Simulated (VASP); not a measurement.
Ga3SbN2, 6 atoms in the cell. It takes space group P3m1 (No. 156, trigonal). Conventional cell: a = 3.160 Å, b = 3.160 Å, c = 11.794 Å, α = 90.00°, β = 90.00°, γ = 120.00°. N (site symmetry 3m) has 4 Ga at 1.93 to 1.99 Å within 2.6 Å. Within 2.6 Å of N (site symmetry 3m) lie 4 Ga at 1.95 Å. Within 3.6 Å of Sb (site symmetry 3m) lie 1 Ga at 2.71 Å and 6 Sb at 3.16 Å. Within 2.6 Å of Ga (site symmetry 3m) lie 4 N at 1.93 to 1.95 Å. Within 2.6 Å of Ga (site symmetry 3m) lie 3 N at 1.95 Å. Within 2.6 Å of Ga (site symmetry 3m) lie 1 N at 1.99 Å. 

| Quantity | Value |
| --- | --- |
| Program | VASP 6.6.1 |
| Task | single point |
| Functional | PBE |
| Potentials or basis | VASP PAW PBE potentials, release 64 (N, Sb, Ga_d) |
| Cutoff | 520 eV |
| k mesh | 12 × 12 × 2 |
| Occupations | fermi-dirac, width 0.02 eV |
| Spin | no spin polarisation |
| Dipole correction | no |
| Further INCAR settings | ALGO = Normal; EDIFF = 1e-06; NBANDS = 36 |

Potentials or basis: VASP PAW PBE potentials, release 64 (N, Sb, Ga_d).

The run is started by

```sh
$ cat potpaw_PBE.64/N/POTCAR potpaw_PBE.64/Sb/POTCAR potpaw_PBE.64/Ga_d/POTCAR > POTCAR
$ mpirun -np 1 vasp_std > vasp.out
```

Hardware: 1 thread of AMD EPYC 7R13 Processor (Zen 3), on a shared host.

Q: How long does it take, and how much memory?

A: It took 2.3 min on 1 thread of AMD EPYC 7R13 Processor (Zen 3) (shared host), peak memory 0.26 GiB. Counts: scf iterations 17, k points 38.
